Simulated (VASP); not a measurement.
Write the native input for VASP 6.6.1 that does the following.

| Property | Result |
| --- | --- |
| Task | single point |
| Functional | PBE |
| Potentials or basis | VASP PAW PBE potentials, release 64 (K_sv, Ge_d, F) |
| Cutoff | 520 eV |
| k mesh | 6 × 6 × 6 |
| Occupations | fermi-dirac, width 0.02 eV |
| Spin | no spin polarisation |
| Dipole correction | no |
| Further INCAR settings | ALGO = Normal; EDIFF = 1e-07; NBANDS = 30 |

The structure of KGeF3 lies in POSCAR:

```
KGeF3
1.0
    4.3875292553     -0.0658129388      0.0000000000
   -0.0658129388      4.3875292553      0.0000000000
    0.0000000000      0.0000000000      4.3875292553
K Ge F
1 1 3
Direct
    0.0000000000      0.0000000000      0.0000000000
    0.5000000000      0.5000000000      0.5000000000
    0.5000000000      0.5000000000      0.0000000000
    0.5000000000      0.0000000000      0.5000000000
    0.0000000000      0.5000000000      0.5000000000
```

This cell differs from its parent crystal: shear xy strain -3.0%.

The input as run:

INCAR

```
SYSTEM = KGeF3
PREC = Accurate
ENCUT = 520
EDIFF = 1E-7
ISMEAR = -1
SIGMA = 0.02
LREAL = .False.
LASPH = .True.
NELM = 100
ALGO = Normal
ISIF = 2
LWAVE = .False.
LCHARG = .True.
GGA = PE
LELF = .True.
LVHAR = .True.
NBANDS = 30
```

KPOINTS

```
regular mesh
0
Gamma
  6 6 6
  0 0 0
```

Potentials or basis: VASP PAW PBE potentials, release 64 (K_sv, Ge_d, F).

Launch:

```bash
$ cat potpaw_PBE.64/K_sv/POTCAR potpaw_PBE.64/Ge_d/POTCAR potpaw_PBE.64/F/POTCAR > POTCAR
$ mpirun -np 1 vasp_std > vasp.out
```

It gave:

The pressure is 2.3 GPa and the band gap on the k mesh is 1.68 eV.

Caveat: the cell differs from its parent crystal (shear xy strain -3.0%).

Wall time 2.4 min on 1 thread of Oxide Virtual Turin-like Processor, on a shared host, peak memory 0.25 GiB.
